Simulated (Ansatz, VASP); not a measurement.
## Ge in VASP and in Ansatz

File INCAR:

```
SYSTEM = Ge
ALGO = Normal
EDIFF = 1E-6
EDIFFG = -0.005
ENCUT = 600
GGA = PS
IBRION = 2
ISIF = 3
ISMEAR = 0
LASPH = .True.
LCHARG = .False.
LREAL = .False.
LWAVE = .False.
NELM = 60
NSW = 100
PREC = Accurate
SIGMA = 0.1
```

The input KPOINTS:

```
k-points
0
Gamma
  12 12 6
  0 0 0
```

File POSCAR:

```
Ge
1.0
    3.9986408891      0.0000000000      0.0000000000
   -1.9993204446      3.4629245905      0.0000000000
    0.0000000000      0.0000000000      6.5920610803
Ge
4
Direct
    0.6666666667      0.3333333333      0.0627779752
    0.3333333333      0.6666666667      0.5627779752
    0.6666666667      0.3333333333      0.4372220248
    0.3333333333      0.6666666667      0.9372220248
```

Input for Ansatz:

```yaml
crystal:
  lattice:
    - [3.9986408891, 0.0, 0.0]
    - [-1.9993204446, 3.4629245905, 0.0]
    - [0.0, 0.0, 6.5920610803]
  atoms:
    - { symbol: Ge, position: [0.6666666667, 0.3333333333, 0.0627779752] }
    - { symbol: Ge, position: [0.3333333333, 0.6666666667, 0.5627779752] }
    - { symbol: Ge, position: [0.6666666667, 0.3333333333, 0.4372220248] }
    - { symbol: Ge, position: [0.3333333333, 0.6666666667, 0.9372220248] }
basis:
  ecutwfc: 420
kpoints:
  mp_grid: { grid: [12, 12, 6] }
hamiltonian:
  xc: pbesol
scf:
  occupations: { method: gaussian, width: 0.1 }
output:
  forces: true
  stress: true
  eigenvalues: true
relax:
  adjacent_minimum: "off"
  f_tol: 0.005
  max_steps: 80
  cell: { stress_tol: 0.05 }
```

Alike in both runs: task relaxation of cell and atoms; functional PBEsol; k mesh 12 × 12 × 6; occupations gaussian, width 0.1 eV; no spin polarisation.

```csv
,VASP,Ansatz
version,VASP 6.6.1,Ansatz 0.2.0
potentials or method,"VASP PAW PBE potentials, release 64 (Ge_d), cutoff 600 eV","scalar-relativistic, plane waves, PAW"
valence electrons in the cell,56,56
```

Ansatz gave:

- gap on the k mesh at the Fermi level, each at its own relaxed structure (eV): none
- relaxed volume (Å³/atom): 22.82
- relaxed length of the cell vector where the two differ most in proportion (Å): 6.596

Problem. What did VASP give for the same quantities?

Solution. gap on the k mesh at the Fermi level, each at its own relaxed structure (eV): none; relaxed volume (Å³/atom): 22.79; relaxed length of the cell vector where the two differ most in proportion (Å): 6.590.

VASP's potentials were made for PBE, not for PBEsol. A gap of «none» marks a metal or a gap that the smearing closes.
